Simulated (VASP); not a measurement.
A run of VASP 6.6.1 is set up as follows.

File INCAR:

```
SYSTEM = Os
ALGO = Fast
EDIFF = 1E-6
ENCUT = 520
GGA = PS
ISIF = 2
ISMEAR = -1
LASPH = .True.
LCHARG = .True.
LELF = .True.
LREAL = .False.
LVHAR = .True.
LWAVE = .False.
NBANDS = 15
NELM = 60
PREC = Accurate
SIGMA = 0.05
```

The input KPOINTS:

```
k-points
0
Gamma
  11 11 6
  0 0 0
```

POSCAR

```
Os
1.0
    2.7341000000      0.0000000000      0.0000000000
   -1.3670500000      2.3678000565      0.0000000000
    0.0000000000      0.0000000000      4.3197000000
Os
2
Direct
    0.6666666667      0.3333333333      0.7500000000
    0.3333333333      0.6666666667      0.2500000000
```

Potentials or basis: VASP PAW PBE potentials, release 64 (Os).

Launch:

```console
$ cat potpaw_PBE.64/Os/POTCAR > POTCAR
$ mpirun -np 1 vasp_std > vasp.out
```

(1) Predict the pressure.

(2) What does it give for the band gap on the k mesh?

## Answers

(1) -2.3 GPa.

(2) zero (band 8 reaches 11.42 eV, above the bottom of band 9 at 7.52 eV).

Caveat: the PAW data sets were made with another functional, which shifts forces and pressure a little; spin-orbit coupling is left out, which moves the levels of the heavy elements.
